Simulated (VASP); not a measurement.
**Ge: single point with LDA**

Ge:

```xyz
4
Lattice="3.8199 0.0000 0.0000 0.0000 3.8199 0.0000 0.0000 0.0000 5.8415" Properties=species:S:1:pos:R:3 pbc="T T T"
Ge    0.0000    0.0000    0.0000
Ge    1.9099    0.0000    1.4604
Ge    1.9099    1.9099    2.9207
Ge    0.0000    1.9099    4.3811
```

| Property | Result |
| --- | --- |
| Program | VASP 6.6.1 |
| Task | single point |
| Functional | LDA |
| Potentials or basis | VASP PAW LDA potentials, release 64 (Ge_d) |
| Cutoff | 520 eV |
| k mesh | 10 × 10 × 7 |
| Occupations | gaussian, width 0.05 eV |
| Spin | no spin polarisation |
| Dipole correction | no |
| Further INCAR settings | ALGO = Normal; EDIFF = 1e-06; NBANDS = 36 |

| Item | Value |
| --- | --- |
| Pressure | 3.3 GPa |
| Band gap on the k mesh | zero (band 28 reaches 5.56 eV, above the bottom of band 29 at 5.49 eV) |

Stress tensor (GPa, compression positive):
```
 5.59  0.00  0.00
 0.00  5.59  0.00
 0.00  0.00 -1.28
```

Levels at points of the mesh, in eV from the Fermi level:
```csv
k point,band 25,band 26,band 27,band 28,band 29,band 30,band 31,band 32
"(0.00, 0.00, 0.00)",-3.07,-0.64,0.04,0.04,0.16,0.86,0.86,2.27
"(0.50, 0.00, 0.00)",-4.62,-4.62,-1.37,-1.37,2.29,2.29,4.61,4.61
"(0.50, 0.50, 0.00)",-3.65,-3.65,-3.65,-3.65,0.19,0.19,0.19,0.19
```

Wall time 2.2 min on 1 thread of Intel Xeon 6975P-C, with other jobs on the host, peak memory 0.28 GiB.
